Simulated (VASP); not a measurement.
Wanted: the native input for a VASP 6.6.1 run.

```
Task                   : single point
Functional             : r2SCAN
Potentials or basis    : VASP PAW PBE potentials, release 64 (K_sv, Cl)
Cutoff                 : 520 eV
k mesh                 : 8 × 8 × 8
Occupations            : gaussian, width 0.01 eV
Spin                   : no spin polarisation
Dipole correction      : no
Further INCAR settings : ALGO = Normal; EDIFF = 1e-06; NBANDS = 15
```

Crystal: KCl (Sylvite).

```
K Cl
1.0
     0.00000    3.14485    3.14485
     3.14485    0.00000    3.14485
     3.14485    3.14485    0.00000
K Cl
1 1
Direct
  0.00000 0.00000 0.00000
  0.50000 0.50000 0.50000
```

The input as run:

POSCAR

```
KCl
1.0
    0.0000000000      3.1448470504      3.1448470504
    3.1448470504      0.0000000000      3.1448470504
    3.1448470504      3.1448470504      0.0000000000
K Cl
1 1
Direct
    0.0000000000      0.0000000000      0.0000000000
    0.5000000000      0.5000000000      0.5000000000
```

INCAR.step1

```
PREC = Accurate
ENCUT = 520
ISMEAR = 0
SIGMA = 0.01
LREAL = F
LASPH = T
NELM = 100
NBANDS = 15
GGA = PE
ALGO = Normal
EDIFF = 1E-4
LWAVE = T
LCHARG = F
```

INCAR.step2

```
PREC = Accurate
ENCUT = 520
EDIFF = 1E-6
ISMEAR = 0
SIGMA = 0.01
LREAL = F
LASPH = T
NELM = 100
ALGO = Normal
ISIF = 2
LWAVE = F
LCHARG = T
METAGGA = R2SCAN
LMIXTAU = T
LELF = T
LVHAR = T
NBANDS = 15
ISTART = 1
```

KPOINTS

```
Automatic mesh
0
Gamma
  8 8 8
```

Potentials or basis: VASP PAW PBE potentials, release 64 (K_sv, Cl).

Command:

```bash
$ cat potpaw_PBE.64/K_sv/POTCAR potpaw_PBE.64/Cl/POTCAR > POTCAR
$ cp INCAR.step1 INCAR
$ mpirun -np 1 vasp_std > vasp.out
$ cp INCAR.step2 INCAR
$ mpirun -np 1 vasp_std > vasp.out
```

Results of the run:

| Property | Result |
| --- | --- |
| Pressure | 0.0 GPa |
| Band gap on the k mesh | 5.84 eV, direct |

Caveat: the PAW data sets were made with another functional, which shifts forces and pressure a little.

Run time: 97 s on 1 thread of Intel(R) Xeon(R) Platinum 8259CL CPU @ 2.50GHz (Skylake/Cascade Lake), with other jobs on the host, peak memory 0.22 GiB.
